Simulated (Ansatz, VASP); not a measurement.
## Al in VASP and in Ansatz

```xyz
8
Lattice="-4.0477 4.0579 0.0133 -4.0793 -0.0183 4.0569 -0.0299 4.0413 4.0086" Properties=species:S:1:pos:R:3 pbc="T T T"
Al    0.0643    0.0336    0.0726
Al   -2.0585    2.1342    0.0021
Al   -2.1942   -0.0948    1.9759
Al    0.0727    1.9839    1.9695
Al   -3.9747    1.9697    1.9514
Al   -2.0221    3.9883    1.9814
Al   -2.0214    2.0787    4.1202
Al   -4.1798    4.0682    4.0844
```

Change from the starting cell: all atoms moved at random (sigma 0.06 Å a component), cell strained at random (sigma 0.01).

Alike in both runs: task single point; functional PBE; k mesh 10 × 10 × 10; occupations gaussian, width 0.15 eV; no spin polarisation.

|  | VASP | Ansatz |
| --- | --- | --- |
| version | VASP 6.6.1 | Ansatz 0.2.0 |
| potentials or method | VASP PAW PBE potentials, release 64 (Al), cutoff 520 eV | scalar-relativistic, plane waves, PAW |
| valence electrons in the cell | 24 | 24 |

```tsv
	VASP	Ansatz	Ansatz less VASP
gap on the k mesh at the Fermi level (eV)	none	none	-
pressure (GPa)	1.2	1.2	+0.03
traceless stress, the component that is largest in VASP (GPa)	0.97	0.97	-0.001
rms of the force components (eV/Å)	0.487	0.487	+0.0002
```

Atom by atom the forces differ by 0.001 eV/Å (rms over components). A gap of «none» marks a metal or a gap that the smearing closes.
